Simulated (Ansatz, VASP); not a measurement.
# Pd in VASP and in Ansatz

The input INCAR:

```
PREC = Accurate
ENCUT = 520
EDIFF = 1E-6
ISMEAR = 0
SIGMA = 0.15
LREAL = F
LASPH = T
NELM = 60
ALGO = Normal
ISIF = 2
LWAVE = F
LCHARG = F
GGA = PE
NBANDS = 11
```

File KPOINTS:

```
regular mesh
0
Gamma
  20 20 20
```

Contents of POSCAR:

```
Pd
1.0
    0.0000000000      2.0421450000      1.8476550000
    2.0421450000      0.0000000000      1.8476550000
    2.0421450000      2.0421450000      0.0000000000
Pd
1
Direct
    0.0000000000      0.0000000000      0.0000000000
```

Input for Ansatz:

```yaml
crystal:
  lattice:
    - [0.0, 2.042145, 1.847655]
    - [2.042145, 0.0, 1.847655]
    - [2.042145, 2.042145, 0.0]
  atoms:
    - { symbol: Pd, position: [0.0, 0.0, 0.0] }
basis:
  ecutwfc: 420
kpoints:
  mp_grid: { grid: [20, 20, 20] }
hamiltonian:
  xc: pbe
scf:
  occupations: { method: gaussian, width: 0.15 }
output:
  forces: true
  stress: true
  eigenvalues: true
```

Change from the starting cell: strain +0.050 along x and y, -0.050 along z, atoms carried along.

Alike in both runs: task single point; functional PBE; k mesh 20 × 20 × 20; occupations gaussian, width 0.15 eV; no spin polarisation.

|  | VASP | Ansatz |
| --- | --- | --- |
| version | VASP 6.6.1 | Ansatz 0.2.0 |
| potentials or method | VASP PAW PBE potentials, release 64 (Pd), cutoff 520 eV | scalar-relativistic, plane waves, PAW |
| valence electrons in the cell | 10 | 18 |

|  | VASP | Ansatz | Ansatz less VASP |
| --- | --- | --- | --- |
| gap on the k mesh at the Fermi level (eV) | none | none | - |
| pressure (GPa) | -0.8 | -0.5 | +0.28 |
| traceless stress, the component that is largest in VASP (GPa) | 1.80 | 1.82 | +0.019 |

A gap of «none» marks a metal or a gap that the smearing closes. VASP's potentials hold 10 valence electrons a cell and Ansatz's 18, so a difference there can come from the potentials and not from the codes.
